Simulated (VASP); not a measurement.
# Mg5O (P-62m) in VASP: further runs, part 2 of 2

VASP 6.6.1. The steps go on from the part before.

### Step 3. Single point, PBE

This run uses another cell than the first one, of 21.29 Å³/atom.

INCAR reads:

```
SYSTEM = Mg5O
  PREC = Accurate
  ENCUT = 520
  EDIFF = 1E-6
  ISMEAR = 0
  SIGMA = 0.1
  LREAL = .False.
  LASPH = .True.
  NELM = 60
  ALGO = Normal
  ISIF = 2
  LWAVE = .False.
  LCHARG = .True.
  GGA = PE
  LELF = .True.
  LVHAR = .True.
  NBANDS = 17
```

KPOINTS reads:

```
Automatic mesh
0
Gamma
  6 6 12
  0 0 0
```

POSCAR reads:

```
Mg5O
1.0
    7.1185715063      0.0000000000      0.0000000000
   -3.5592857531      6.1648637631      0.0000000000
    0.0000000000      0.0000000000      2.9108256991
Mg O
5 1
Direct
    0.0000000000      0.2347316061      0.0000000000
    0.7652683939      0.7652683939      0.0000000000
    0.2347316061      0.0000000000      0.0000000000
    0.6666666667      0.3333333333      0.5000000000
    0.3333333333      0.6666666667      0.5000000000
    0.0000000000      0.0000000000      0.5000000000
```

Potentials or basis: VASP PAW PBE potentials, release 64 (Mg, O).

The run is started by

```
> cat potpaw_PBE.64/Mg/POTCAR potpaw_PBE.64/O/POTCAR > POTCAR
> mpirun -np 1 vasp_std > vasp.out
```

OUTCAR:

```text
SYSTEM = Mg5O
   PREC = Accurate
   ENCUT = 520
   EDIFF = 1E-6
   ISMEAR = 0
   LREAL = .False.
   LASPH = .True.
   NELM = 60
   ISIF = 2
   GGA = PE

 ion  position               nearest neighbor table
   1  0.000  0.235  0.000-   6 2.22   6 2.22   3 2.89   2 2.89   4 3.15   4 3.15   5 3.15   5 3.15

   2  0.765  0.765  0.000-   6 2.22   6 2.22   1 2.89   3 2.89   4 3.15   4 3.15   5 3.15   5 3.15

   3  0.235  0.000  0.000-   6 2.22   6 2.22   1 2.89   2 2.89   5 3.15   5 3.15   4 3.15   4 3.15

   4  0.667  0.333  0.500-   1 3.15   1 3.15   3 3.15   3 3.15   2 3.15   2 3.15
   5  0.333  0.667  0.500-   3 3.15   3 3.15   1 3.15   1 3.15   2 3.15   2 3.15
   6  0.000  0.000  0.500-   1 2.22   1 2.22   3 2.22   3 2.22   2 2.22   2 2.22

  LATTYP: Found a hexagonal cell.
 ALAT       =     7.1185715063
 C/A-ratio  =     0.4089058734

  Lattice vectors:

 A1 = (   7.1185715063,   0.0000000000,   0.0000000000)
 A2 = (  -3.5592857531,   6.1648637631,   0.0000000000)
 A3 = (   0.0000000000,   0.0000000000,   2.9108256991)

Analysis of symmetry for initial positions (statically):
=====================================================================
 Subroutine PRICEL returns:
 Original cell was already a primitive cell.

 Routine SETGRP: Setting up the symmetry group for a
 hexagonal supercell.

 Subroutine GETGRP returns: Found 12 space group operations
 (whereof 12 operations were pure point group operations)
 out of a pool of 24 trial point group operations.

The static configuration has the point symmetry D_3h.

Analysis of symmetry for dynamics (positions and initial velocities):
=====================================================================
 Subroutine PRICEL returns:
 Original cell was already a primitive cell.

 Routine SETGRP: Setting up the symmetry group for a
 hexagonal supercell.

 Subroutine GETGRP returns: Found 12 space group operations
 (whereof 12 operations were pure point group operations)
 out of a pool of 24 trial point group operations.

[... 133 lines left out ...]
   GGA     = PE    functional components
   LHFCALC =     F    Hartree Fock is set to
   AEXX    =    0.0000 exact exchange contribution
   IVDW    =     0    specifies the selected vdW correction
   LEPSILON=     F    determine dielectric tensor
   LRPA    =     F    only Hartree local field effects (RPA)
 non-spin polarized calculation
 Gauss-broadening in eV      SIGMA  =   0.10
  energy-cutoff  :      520.00
  volume of cell :      127.74
 maximum number of plane-waves:      3461
 NGX is ok and might be reduce to    54
   NGX = 27   NGY = 27   NGZ = 11

 number of electron      15.9999996 magnetization

 Free energy of the ion-electron system (eV)
  ---------------------------------------------------
  ext. energy  EPLUGINS =         0.00000000
  ---------------------------------------------------
  free energy    TOTEN  =       -15.54949599 eV

  energy without entropy =      -15.53390947  energy(sigma->0) =      -15.54170273

 E-fermi :   2.4742     XC(G=0):  -8.3926

 val. band max:        2.4732180796   @ k =   0.5000   0.0000   0.0000
 cond. band min:       2.4744753506   @ k =   0.0000   0.0000   0.4167
 fundamental gap:      0.0012572710
 Fermi energy:         2.4741843874

 k-point     1 :       0.0000    0.0000    0.0000
  band No.  band energies     occupation
      1     -16.9177      2.00000
      2      -3.4567      2.00000
      3      -3.4567      2.00000
      4      -3.3521      2.00000
      5      -1.3071      2.00000
      6      -0.3575      2.00000
[... 457 lines left out ...]
      4      -2.9853      2.00000
      5      -1.4713      2.00000
      6      -0.4600      2.00000
[... 9 lines left out ...]
     16       8.1105      0.00000
     17       8.9811      0.00000

 [... further k-points ...]

------------------------ aborting loop because EDIFF is reached ----------------------------------------

  FORCE on cell =-STRESS in cart. coord.  units (eV):
  Direction    XX          YY          ZZ          XY          YZ          ZX
  --------------------------------------------------------------------------------------
  -------------------------------------------------------------------------------------
  Total       -0.0942017     -0.0942017     -0.1599419     -0.0000000     -0.0000000      0.0000000
  in kB       -1.1815088     -1.1815088     -2.0060436     -0.0000000     -0.0000000      0.0000000
  external PRESSURE =      -1.4563537 kB  Pullay stress =       0.0000000 kB

 VOLUME and BASIS-vectors are now :
 -----------------------------------------------------------------------------
  energy-cutoff  :      520.00
  volume of cell :      127.74
      direct lattice vectors                 reciprocal lattice vectors
     7.118571506  0.000000000  0.000000000     0.140477622  0.081104793  0.000000000
    -3.559285753  6.164863763  0.000000000     0.000000000  0.162209586  0.000000000
     0.000000000  0.000000000  2.910825699     0.000000000  0.000000000  0.343545132

 POSITION                                       TOTAL-FORCE (eV/Angst)
 -----------------------------------------------------------------------------------
     -0.83548      1.44709      0.00000         0.005182     -0.008976      0.000000
      2.72381      4.71778      0.00000         0.005182      0.008976     -0.000000
      1.67095      0.00000      0.00000        -0.010364     -0.000000      0.000000
      3.55929      2.05495      1.45541         0.000000     -0.000000      0.000000
     -0.00000      4.10991      1.45541         0.000000      0.000000      0.000000
      0.00000      0.00000      1.45541         0.000000     -0.000000      0.000000
 -----------------------------------------------------------------------------------
    total drift:                                0.000000      0.000001      0.000000

  FREE ENERGIE OF THE ION-ELECTRON SYSTEM (eV)
  ---------------------------------------------------
  free  energy   TOTEN  =       -15.5494959939 eV

  energy  without entropy=      -15.5339094722  energy(sigma->0) =      -15.54170273
```

stdout:

```text
POSCAR found type information on POSCAR MgO
 POSCAR found :  2 types and       6 ions
 scaLAPACK will be used
 LDA part: xc-table for (Slater+PW92), standard interpolation
 POSCAR, INCAR and KPOINTS ok, starting setup
 FFT: planning ... GRIDC
 FFT: planning ... GRID_SOFT
 FFT: planning ... GRID
 WAVECAR not read
 entering main loop
```

Run time: 1.9 min. Hardware: 1 thread of Intel Xeon 8259CL, shared host; peak memory 0.3 GiB.

What came out:

| Item | Value |
| --- | --- |
| Free energy | -15.5495 eV |
| Pressure | -0.1 GPa |
| Largest force | 0.010 eV/Å |
| Band gap on the k mesh | zero (bands 8 and 9 overlap by 2.41 eV) |

Forces in eV/Å, atoms in the order of the input:
```
Mg   0.005 -0.009  0.000
Mg   0.005  0.009  0.000
Mg  -0.010  0.000  0.000
Mg   0.000  0.000  0.000
Mg   0.000  0.000  0.000
O    0.000  0.000  0.000
```

Levels at points of the mesh, in eV from the Fermi level:
```
           k point  band 5  band 6  band 7  band 8  band 9  band 10  band 11  band 12
(0.00, 0.00, 0.00)   -3.78   -2.83   -2.29   -2.29   -0.52    -0.52     0.87     4.95
(0.50, 0.00, 0.00)   -4.19   -3.78   -2.64   -1.85    0.00     0.90     1.65     2.34
(0.00, 0.00, 0.50)   -1.52   -1.39    0.66    1.37    1.37     1.89     1.89     2.22
(0.50, 0.00, 0.50)   -1.22   -0.49   -0.37   -0.30    1.08     1.12     2.07     2.40
```

The gap in the log of VASP goes by the Fermi energy; the results here count the filled bands.